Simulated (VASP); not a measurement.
Wanted: the native input for a VASP 6.6.1 run.

* Task: single point
* Functional: PBE
* Potentials or basis: VASP PAW PBE potentials, release 64 (La, O)
* Cutoff: 520 eV
* k mesh: 4 × 4 × 4
* Occupations: gaussian, width 0.1 eV
* Spin: no spin polarisation
* Dipole correction: no
* Further INCAR settings: ALGO = Normal; EDIFF = 1e-06; NBANDS = 21

The structure of La2O lies in POSCAR:

```
La2O
1.0
    0.0000000000      3.3793357300      3.3793357300
    3.3793357300      0.0000000000      3.3793357300
    3.3793357300      3.3793357300      0.0000000000
La O
2 1
Direct
    0.2500000000      0.2500000000      0.2500000000
    0.7500000000      0.7500000000      0.7500000000
    0.0000000000      0.0000000000      0.0000000000
```

The input as run:

INCAR

```
PREC = Accurate
ENCUT = 520
EDIFF = 1E-6
ISMEAR = 0
SIGMA = 0.1
LREAL = False
LASPH = True
NELM = 80
ALGO = Normal
ISIF = 2
LWAVE = False
LCHARG = False
GGA = PE
NBANDS = 21
```

KPOINTS

```
regular mesh
0
Gamma
  4 4 4
```

Potentials or basis: VASP PAW PBE potentials, release 64 (La, O).

Command:

```bash
$ cat potpaw_PBE.64/La/POTCAR potpaw_PBE.64/O/POTCAR > POTCAR
$ mpirun -np 1 vasp_std > vasp.out
```

Results of the run:

| Quantity | Value |
| --- | --- |
| Pressure | -8.4 GPa |
| Band gap on the k mesh | zero (band 14 reaches 8.89 eV, above the bottom of band 15 at 7.01 eV) |

Caveat: the k points lie up to 0.40 Å⁻¹ apart; spin-orbit coupling is left out, which moves the levels of the heavy elements.

Wall time 25 s on 1 thread of Intel(R) Xeon(R) Platinum 8259CL CPU @ 2.50GHz (Skylake/Cascade Lake), with other jobs on the host, peak memory 0.21 GiB.
